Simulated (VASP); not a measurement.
A run of VASP 6.6.1 is set up as follows.

Contents of INCAR:

```
SYSTEM = Sr4O
ALGO = Normal ; EDIFF = 1E-6
ENCUT = 910 ; GGA = PE
GGA_COMPAT = .FALSE. ; ISIF = 2
ISMEAR = 0 ; LASPH = .TRUE.
LCHARG = .FALSE. ; LREAL = .FALSE.
LWAVE = .FALSE. ; NBANDS = 31
NELM = 120 ; PREC = Accurate
SIGMA = 0.1
```

KPOINTS

```
k-points
0
G
  4 4 4
  0 0 0
```

File POSCAR:

```
Sr4O
1.0
    6.1283528041      0.0000000000      0.0000000000
    0.0000000000      6.1283528041      0.0000000000
    0.0000000000      0.0000000000      6.1283528041
Sr O
4 1
Direct
    0.2245233711      0.2245233711      0.2245233711
    0.7754766289      0.7754766289      0.2245233711
    0.7754766289      0.2245233711      0.7754766289
    0.2245233711      0.7754766289      0.7754766289
    0.0000000000      0.0000000000      0.0000000000
```

Potentials or basis: VASP PAW PBE potentials, release 64 (Sr_sv, O_h).

The run is started by

```bash
$ cat potpaw_PBE.64/Sr_sv/POTCAR potpaw_PBE.64/O_h/POTCAR > POTCAR
$ mpirun -np 1 vasp_std > vasp.out
```

**Question.** What does it give for the band gap on the k mesh?

**Answer.** Zero (band 23 reaches 2.14 eV, above the bottom of band 24 at 0.93 eV).

**Question.** What does it give for the pressure?

**Answer.** -0.1 GPa.

**Question.** What does it give for the largest force?

**Answer.** 0.019 eV/Å.

Forces in eV/Å, atoms in the order of the input:
```
Sr   0.011  0.011  0.011
Sr  -0.011 -0.011  0.011
Sr  -0.011  0.011 -0.011
Sr   0.011 -0.011 -0.011
O    0.000  0.000  0.000
```

Caveat: the cutoff is under 1.25 times the usual one of these potentials, so pressure, stress and relaxed cells hold a basis-set (Pulay) error.
